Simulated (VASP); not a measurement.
Input of a VASP 6.6.1 run:

INCAR

```
PREC = Accurate
ENCUT = 520
EDIFF = 1E-7
ISMEAR = 0
SIGMA = 0.05
LREAL = False
LASPH = True
NELM = 100
ALGO = Normal
ISIF = 2
LWAVE = False
LCHARG = False
GGA = PS
NBANDS = 18
```

Contents of KPOINTS:

```
Automatic mesh
0
Gamma
  12 12 6
```

File POSCAR:

```
HfO2
1.0
    3.2164104441      0.0000000000      0.0000000000
   -1.6082052220      2.7854931536      0.0000000000
    0.0000000000      0.0000000000      4.9097181400
Hf O
1 2
Direct
    0.0000000000      0.0000000000      0.0000000000
    0.3333333333      0.6666666667      0.1966787432
    0.6666666667      0.3333333333      0.8033212568
```

Potentials or basis: VASP PAW PBE potentials, release 64 (Hf_pv, O).

Run with:

```sh
$ cat potpaw_PBE.64/Hf_pv/POTCAR potpaw_PBE.64/O/POTCAR > POTCAR
$ mpirun -np 1 vasp_std > vasp.out
```

Task: What does it give for the band gap on the k mesh?

Result: 4.68 eV, indirect (least direct gap 4.97 eV).

Task: What does it give for the pressure?

Result: -1.8 GPa.

Forces in eV/Å, atoms in the order of the input:
```
Hf   0.000  0.000  0.000
O    0.000  0.000 -0.193
O    0.000  0.000  0.193
```

Caveat: the PAW data sets were made with another functional, which shifts forces and pressure a little; spin-orbit coupling is left out, which moves the levels of the heavy elements. A k mesh can miss the band edges.
